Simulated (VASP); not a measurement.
# Cu (I4/mmm) in VASP: notebook, part 2 of 2

VASP 6.6.1. The steps go on from the part before.

## (3) Single point, PBE (12.31 Å³/atom)

This run uses another cell than the first one, of 12.31 Å³/atom.

File INCAR:

```
SYSTEM = Cu
ALGO = Fast
EDIFF = 1E-6
ENCUT = 520
GGA = PE
ISIF = 2
ISMEAR = 0
LASPH = .TRUE.
LCHARG = .TRUE.
LELF = .TRUE.
LREAL = .FALSE.
LVHAR = .TRUE.
LWAVE = .FALSE.
NBANDS = 12
NELM = 60
PREC = Accurate
SIGMA = 0.1
```

File KPOINTS:

```
k-points
0
G
  30 30 30
  0 0 0
```

File POSCAR:

```
Cu
1.0
   -1.2955795886      1.2955795886      1.8334382481
    1.2955795886     -1.2955795886      1.8334382481
    1.2955795886      1.2955795886     -1.8334382481
Cu
1
Direct
    0.0000000000      0.0000000000      0.0000000000
```

Potentials or basis: VASP PAW PBE potentials, release 64 (Cu).

Started as:

```
$ cat potpaw_PBE.64/Cu/POTCAR > POTCAR
$ mpirun -np 1 vasp_std > vasp.out
```

OUTCAR:

```text
SYSTEM = Cu
   EDIFF = 1E-6
   ENCUT = 520
   GGA = PE
   ISIF = 2
   ISMEAR = 0
   LASPH = .TRUE.
   LREAL = .FALSE.
   NELM = 60
   PREC = Accurate

 ion  position               nearest neighbor table
   1  0.000  0.000  0.000-

  LATTYP: Found a body centered tetragonal cell.
 ALAT       =     2.5911591772
 C/A-ratio  =     1.4151490686

  Lattice vectors:

 A1 = (  -1.2955795886,   1.2955795886,   1.8334382481)
 A2 = (   1.2955795886,  -1.2955795886,   1.8334382481)
 A3 = (   1.2955795886,   1.2955795886,  -1.8334382481)

Analysis of symmetry for initial positions (statically):
=====================================================================
 Subroutine PRICEL returns:
 Original cell was already a primitive cell.

 Routine SETGRP: Setting up the symmetry group for a
 body centered tetragonal supercell.

 Subroutine GETGRP returns: Found 16 space group operations
 (whereof 16 operations were pure point group operations)
 out of a pool of 16 trial point group operations.

The static configuration has the point symmetry D_4h.

Analysis of symmetry for dynamics (positions and initial velocities):
=====================================================================
 Subroutine PRICEL returns:
 Original cell was already a primitive cell.

 Routine SETGRP: Setting up the symmetry group for a
 body centered tetragonal supercell.

 Subroutine GETGRP returns: Found 16 space group operations
 (whereof 16 operations were pure point group operations)
 out of a pool of 16 trial point group operations.

The dynamic configuration has the point symmetry D_4h.

 Subroutine INISYM returns: Found 16 space group operations
 (whereof 16 operations are pure point group operations),
 and found     1 'primitive' translations

----------------------------------------------------------------------------------------

                                     Primitive cell

  volume of cell :      12.3099

  direct lattice vectors                    reciprocal lattice vectors
    -1.295579589  1.295579589  1.833438248     0.000000000  0.385927661  0.272711666
     1.295579589 -1.295579589  1.833438248     0.385927661  0.000000000  0.272711666
     1.295579589  1.295579589 -1.833438248     0.385927661  0.385927661  0.000000000

  length of vectors
     2.592016348  2.592016348  2.592016348     0.472558793  0.472558793  0.545784132

  position of ions in fractional coordinates (direct lattice)
     0.000000000  0.000000000  0.000000000

  ion indices of the primitive-cell ions
   primitive index   ion index
                 1           1

----------------------------------------------------------------------------------------

 KPOINTS: k-points

Automatic generation of k-mesh.
 Grid dimensions read from file:
 generate k-points for:   30   30   30

 Generating k-lattice:

  Cartesian coordinates                     Fractional coordinates (reciprocal lattice)
     0.000000000  0.012864255  0.009090389     0.033333333  0.000000000 -0.000000000
     0.012864255  0.000000000  0.009090389     0.000000000  0.033333333 -0.000000000
     0.012864255  0.012864255  0.000000000     0.000000000  0.000000000  0.033333333

  Length of vectors
     0.015751960  0.015751960  0.018192804

  Shift w.r.t. Gamma in fractional coordinates (k-lattice)
     0.000000000  0.000000000  0.000000000

 Subroutine IBZKPT returns following result:
 ===========================================

 Found   1992 irreducible k-points:

 Following reciprocal coordinates:
            Coordinates               Weight
  0.000000  0.000000  0.000000      1.000000
  0.033333  0.000000  0.000000      8.000000
  0.066667  0.000000  0.000000      8.000000
  0.100000  0.000000  0.000000      8.000000
  0.133333 -0.000000  0.000000      8.000000
  0.166667  0.000000  0.000000      8.000000
[... 16 lines left out ...]
  0.233333  0.033333  0.000000     16.000000
  0.266667  0.033333  0.000000     16.000000
 [... further k-points ...]
   k-points           NKPTS =   1992   k-points in BZ     NKDIM =   1992   number of bands    NBANDS=     12
   number of dos      NEDOS =    301   number of ions     NIONS =      1
   total plane-waves  NPLWV =   8000
   dimension x,y,z NGX =    20 NGY =   20 NGZ =   20
   dimension x,y,z NGXF=    40 NGYF=   40 NGZF=   40
   ions per type =               1
   NGX,Y,Z   is equivalent  to a cutoff of  12.83, 12.83, 12.83 a.u.
   NGXF,Y,Z  is equivalent  to a cutoff of  25.66, 25.66, 25.66 a.u.
 SYSTEM =  Cu
   PREC   = accura    normal or accurate (medium, high low for compatibility)
   ISTART =      0    job   : 0-new  1-cont  2-samecut
   ICHARG =      2    charge: 1-file 2-atom 10-const
   ISPIN  =      1    spin polarized calculation?
   LNONCOLLINEAR =      F non collinear calculations
   LSORBIT =      F    spin-orbit coupling
   LASPH  =      T    aspherical Exc in radial PAW
   ENCUT  =  520.0 eV  38.22 Ry    6.18 a.u.   4.82  4.82  4.82*2*pi/ulx,y,z
   NELM   =     60;   NELMIN=  2; NELMDL= -5     # of ELM steps
   EDIFF  = 0.1E-05   stopping-criterion for ELM
   LREAL  =      F    real-space projection
   EDIFFG = 0.1E-04   stopping-criterion for IOM
   NSW    =      0    number of steps for IOM
   IBRION =     -1    ionic relax: 0-MD 1-quasi-New 2-CG
   NFREE  =      0    steps in history (QN), initial steepest desc. (CG)
   ISIF   =      2    stress and relaxation
   ISYM   =      2    0-nonsym 1-usesym 2-fastsym
   POTIM  = 0.5000    time-step for ionic-motion
   TEBEG  =    0.0;   TEEND  =   0.0 temperature during run
   PSTRESS=    0.0 pullay stress
   NELECT =      11.0000    total number of electrons
   NUPDOWN=      -1.0000    fix difference up-down
   EMIN   =  10.00;   EMAX   =-10.00  energy-range for DOS
   EFERMI =   0.00;   METHOD = LEGACY
   ISMEAR =     0;   SIGMA  =   0.10  broadening in eV -4-tet -1-fermi 0-gaus
   EFERMI_NEDOS =   21; number of points for ismear=-14 and -15
   IALGO  =     68    algorithm
   IMIX   =      4    mixing-type and parameters
     AMIX     =   0.40;   BMIX     =  1.00
     AMIX_MAG =   1.60;   BMIX_MAG =  1.00
  volume/ion in A,a.u.               =      12.31        83.07
  Fermi-wavevector in a.u.,A,eV,Ry     =   1.576840  2.979795 33.829848  2.486424
  Thomas-Fermi vector in A             =   2.677612
   LORBIT       =      0    0 simple, 1 ext, 2 COOP (PROOUT), +10 PAW based schemes
   GGA     = PE    functional components
   LHFCALC =     F    Hartree Fock is set to
   AEXX    =    0.0000 exact exchange contribution
   IVDW    =     0    specifies the selected vdW correction
   LEPSILON=     F    determine dielectric tensor
   LRPA    =     F    only Hartree local field effects (RPA)
 non-spin polarized calculation
 RMM-DIIS sequential band-by-band and
 Gauss-broadening in eV      SIGMA  =   0.10
  energy-cutoff  :      520.00
  volume of cell :       12.31
 maximum number of plane-waves:       343
   NGX =  9   NGY =  9   NGZ =  9

 number of electron      10.9999989 magnetization

 Free energy of the ion-electron system (eV)
  ---------------------------------------------------
  ext. energy  EPLUGINS =         0.00000000
  ---------------------------------------------------
  free energy    TOTEN  =        -3.72574755 eV

  energy without entropy =       -3.72448563  energy(sigma->0) =       -3.72511659

 E-fermi :   7.1074     XC(G=0): -12.4875

 val. band max:        7.0979694868   @ k =  -0.3333   0.3667   0.1333
 cond. band min:       7.1527318267   @ k =  -0.1333  -0.4333   0.0333
 fundamental gap:      0.0547623398
 Fermi energy:         7.1074165920

 k-point     1 :       0.0000    0.0000    0.0000
  band No.  band energies     occupation
      1      -1.9574      2.00000
      2       4.1754      2.00000
      3       4.1784      2.00000
      4       4.1784      2.00000
      5       4.9463      2.00000
      6       4.9493      2.00000
      7      29.3444      0.00000
      8      31.6685      0.00000
      9      31.6702      0.00000
     10      31.6702      0.00000
     11      34.1347      0.00000
     12      34.1360      0.00000
[... 331 lines left out ...]
 k-point    24 :       0.2667    0.0333    0.0000
  band No.  band energies     occupation
      1       0.5575      2.00000
      2       3.9513      2.00000
      3       4.3041      2.00000
      4       4.3164      2.00000
      5       5.0294      2.00000
      6       5.1641      2.00000
      7      17.9131      0.00000
      8      27.4410      0.00000
      9      29.5220      0.00000
     10      30.1114      0.00000
     11      33.4187      0.00000
     12      34.4851      0.00000

 [... further k-points ...]

------------------------ aborting loop because EDIFF is reached ----------------------------------------

  FORCE on cell =-STRESS in cart. coord.  units (eV):
  Direction    XX          YY          ZZ          XY          YZ          ZX
  --------------------------------------------------------------------------------------
  -------------------------------------------------------------------------------------
  Total       -0.2464157     -0.2464157     -0.2488550      0.0000000     -0.0000000     -0.0000000
  in kB      -32.0718863    -32.0718863    -32.3893730      0.0000000     -0.0000000     -0.0000000
  external PRESSURE =     -32.1777152 kB  Pullay stress =       0.0000000 kB

 VOLUME and BASIS-vectors are now :
 -----------------------------------------------------------------------------
  energy-cutoff  :      520.00
  volume of cell :       12.31
      direct lattice vectors                 reciprocal lattice vectors
    -1.295579589  1.295579589  1.833438248     0.000000000  0.385927661  0.272711666
     1.295579589 -1.295579589  1.833438248     0.385927661  0.000000000  0.272711666
     1.295579589  1.295579589 -1.833438248     0.385927661  0.385927661  0.000000000

 POSITION                                       TOTAL-FORCE (eV/Angst)
 -----------------------------------------------------------------------------------
      0.00000      0.00000      0.00000        -0.000000     -0.000000      0.000000
 -----------------------------------------------------------------------------------
    total drift:                                0.000000     -0.000000      0.000000

  FREE ENERGIE OF THE ION-ELECTRON SYSTEM (eV)
  ---------------------------------------------------
  free  energy   TOTEN  =        -3.7257475451 eV

  energy  without entropy=       -3.7244856334  energy(sigma->0) =       -3.72511659
```

OSZICAR:

```text
N       E                     dE             d eps       ncg     rms          rms(c)
DAV:   1     0.430942081818E+02    0.43094E+02   -0.53921E+03 52688   0.152E+03
DAV:   2    -0.325089614485E+01   -0.46345E+02   -0.42740E+02 49180   0.203E+02
DAV:   3    -0.460082496832E+01   -0.13499E+01   -0.13389E+01 55792   0.400E+01
DAV:   4    -0.460953034302E+01   -0.87054E-02   -0.87042E-02 54136   0.283E+00
DAV:   5    -0.460961438682E+01   -0.84044E-04   -0.84043E-04 56764   0.284E-01    0.761E+00
RMM:   6    -0.410608700177E+01    0.50353E+00   -0.33223E+00 59717   0.339E+01    0.459E+00
RMM:   7    -0.373733234105E+01    0.36875E+00   -0.51936E-01 59332   0.131E+01    0.944E-01
RMM:   8    -0.372678028673E+01    0.10552E-01   -0.10737E-02 61290   0.117E+00    0.247E-01
RMM:   9    -0.372569662358E+01    0.10837E-02   -0.24963E-03 62835   0.907E-01    0.302E-02
RMM:  10    -0.372573719240E+01   -0.40569E-04   -0.44900E-04 63740   0.280E-01    0.138E-02
RMM:  11    -0.372574708386E+01   -0.98915E-05   -0.66241E-05 64779   0.960E-02    0.141E-02
RMM:  12    -0.372574739478E+01   -0.31092E-06   -0.12476E-05 64384   0.480E-02    0.465E-03
RMM:  13    -0.372574754515E+01   -0.15037E-06   -0.32243E-06 46498   0.183E-02
   1 F= -.37257475E+01 E0= -.37251166E+01  d E =-.126191E-02
```

stdout:

```text
POSCAR found type information on POSCAR Cu
 POSCAR found :  1 types and       1 ions
 scaLAPACK will be used
 LDA part: xc-table for (Slater+PW92), standard interpolation
 POSCAR, INCAR and KPOINTS ok, starting setup
 FFT: planning ... GRIDC
 FFT: planning ... GRID_SOFT
 FFT: planning ... GRID
 WAVECAR not read
 entering main loop
WARNING in EDDRMM: call to ZHEGV failed, returncode =   6  3      7
WARNING in EDDRMM: call to ZHEGV failed, returncode =   6  3     10
WARNING in EDDRMM: call to ZHEGV failed, returncode =   6  3      8
WARNING in EDDRMM: call to ZHEGV failed, returncode =   6  3      9
WARNING in EDDRMM: call to ZHEGV failed, returncode =   6  3      8
WARNING in EDDRMM: call to ZHEGV failed, returncode =   6  3     10
WARNING in EDDRMM: call to ZHEGV failed, returncode =   6  3     10
```

Wall time 2.5 min (1 thread of Intel Xeon 6975P-C (Granite Rapids), shared host); peak memory 0.37 GiB.

What came out:

```yaml
Free_energy: -3.7257 eV
Pressure: -3.2 GPa
Band_gap_on_the_k_mesh: zero (an odd number of electrons rules out a gap without spin polarisation)
```

Caveat: the cell stands under tension.

The gap in the log of VASP goes by the Fermi energy; the results here count the filled bands.